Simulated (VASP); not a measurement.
Wanted: the native input for a VASP 6.6.1 run.

* Task: single point
* Functional: PBE
* Potentials or basis: VASP PAW PBE potentials, release 64 (Se, O)
* Cutoff: 520 eV
* k mesh: 6 × 6 × 6
* Occupations: gaussian, width 0.1 eV
* Spin: no spin polarisation
* Dipole correction: no
* Further INCAR settings: ALGO = Normal; EDIFF = 1e-06; NBANDS = 16

The structure of Se2O lies in POSCAR:

```
Se2O
1.0
    1.7198041079      0.9929293647      4.8075306320
   -1.7198041079      0.9929293647      4.8075306320
    0.0000000000     -1.9858587293      4.8075306320
Se O
2 1
Direct
    0.7740225750      0.7740225750      0.7740225750
    0.2259774250      0.2259774250      0.2259774250
    0.0000000000      0.0000000000      0.0000000000
```

The input as run:

INCAR

```
ALGO = Normal
EDIFF = 1E-6
ENCUT = 520
GGA = PE
ISIF = 2
ISMEAR = 0
LASPH = T
LCHARG = F
LREAL = F
LWAVE = F
NBANDS = 16
NELM = 80
PREC = Accurate
SIGMA = 0.1
```

KPOINTS

```
k-points
0
Gamma
  6 6 6
```

Potentials or basis: VASP PAW PBE potentials, release 64 (Se, O).

Run with:

```bash
$ cat potpaw_PBE.64/Se/POTCAR potpaw_PBE.64/O/POTCAR > POTCAR
$ mpirun -np 1 vasp_std > vasp.out
```

It gave:

The pressure is 0.0 GPa, the largest force is 0.024 eV/Å and the band gap on the k mesh is zero (band 9 reaches 5.40 eV, above the bottom of band 10 at 4.93 eV).

Wall time 36 s on 1 thread of AMD EPYC 9R45 96-Core Processor (Zen 5), on a shared host, peak memory 0.21 GiB.
